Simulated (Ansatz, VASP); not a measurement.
LiNbO3 in VASP and in Ansatz

```xyz
10
Lattice="2.5948 1.4981 4.6722 -2.5948 1.4981 4.6722 0.0000 -2.9962 4.6722" Properties=species:S:1:pos:R:3 pbc="T T T"
Li    0.0000    0.0000    3.9468
Li    0.0000    0.0000   10.9551
Nb    0.0000    0.0000    0.0054
Nb    0.0000    0.0000    7.0137
O    -0.6424   -1.4591    5.5585
O     1.5849    0.1732    5.5585
O    -0.9424    1.2859    5.5585
O    -1.6524   -0.2122    7.8946
O     0.6424    1.5371    7.8946
O     1.0099   -1.3249    7.8946
```

Alike in both runs: functional PBE; k mesh 6 × 6 × 6; occupations gaussian, width 0.02 eV; no spin polarisation.

Ansatz relaxed the structure, and its values are those at the end. VASP's run is a single point on that final structure, the one shown.

```csv
,VASP,Ansatz
version,VASP 6.6.1,Ansatz 0.2.0
potentials or method,"VASP PAW PBE potentials, release 64 (Li_sv, Nb_sv, O), cutoff 520 eV","scalar-relativistic, plane waves, PAW"
valence electrons in the cell,68,68
```

|  | VASP | Ansatz | Ansatz less VASP |
| --- | --- | --- | --- |
| gap on the k mesh at the Fermi level (eV) | 3.55 | 3.57 | +0.013 |
| least direct gap on the mesh (eV) | 3.57 | 3.58 | +0.012 |
| rms of the force components (eV/Å) | 0.008 | 0.003 | -0.0051 |

Noted on VASP's run: the cutoff is short for stress, so the pressure is rough.
